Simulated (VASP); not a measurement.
Write the native input for VASP 6.6.1 that does the following.

- Task: single point
- Functional: RPBE
- Dispersion: D3(BJ)
- Potentials or basis: VASP PAW PBE potentials, release 64 (Zn, O)
- Cutoff: 520 eV
- k mesh: 9 × 9 × 5
- Occupations: fermi-dirac, width 0.05 eV
- Spin: no spin polarisation
- Dipole correction: no
- Further INCAR settings: ALGO = Normal; EDIFF = 1e-07; NBANDS = 26

The structure of ZnO (zincite) lies in POSCAR:

```
ZnO
1.0
    3.2920669561      0.0000000000      0.0000000000
   -1.6460334781      2.8510136149      0.0000000000
    0.0000000000      0.0000000000      5.2742130269
Zn O
2 2
Direct
    0.6666666667      0.3333333333      0.0000000000
    0.3333333333      0.6666666667      0.5000000000
    0.3333333333      0.6666666667      0.8790100000
    0.6666666667      0.3333333333      0.3790100000
```

The input as run:

INCAR

```
PREC = Accurate ; ENCUT = 520
EDIFF = 1E-7 ; ISMEAR = -1
SIGMA = 0.05 ; LREAL = F
LASPH = T ; NELM = 80
ALGO = Normal ; ISIF = 2
LWAVE = F ; LCHARG = F
GGA = RP ; IVDW = 12
NBANDS = 26
```

KPOINTS

```
regular mesh
0
Gamma
  9 9 5
```

Potentials or basis: VASP PAW PBE potentials, release 64 (Zn, O).

Launch:

```console
$ cat potpaw_PBE.64/Zn/POTCAR potpaw_PBE.64/O/POTCAR > POTCAR
$ mpirun -np 1 vasp_std > vasp.out
```

Results of the run:

| Quantity | Value |
| --- | --- |
| Pressure | -9.2 GPa |
| Largest force | 0.079 eV/Å |
| Band gap on the k mesh | 0.83 eV, direct |
| Dispersion energy per atom | -0.794 eV |

Caveat: the PAW data sets were made with another functional, which shifts forces and pressure a little.

Run time: 16 s on 1 thread of Intel(R) Xeon(R) 6975P-C (Granite Rapids) (shared host), peak memory 0.19 GiB.
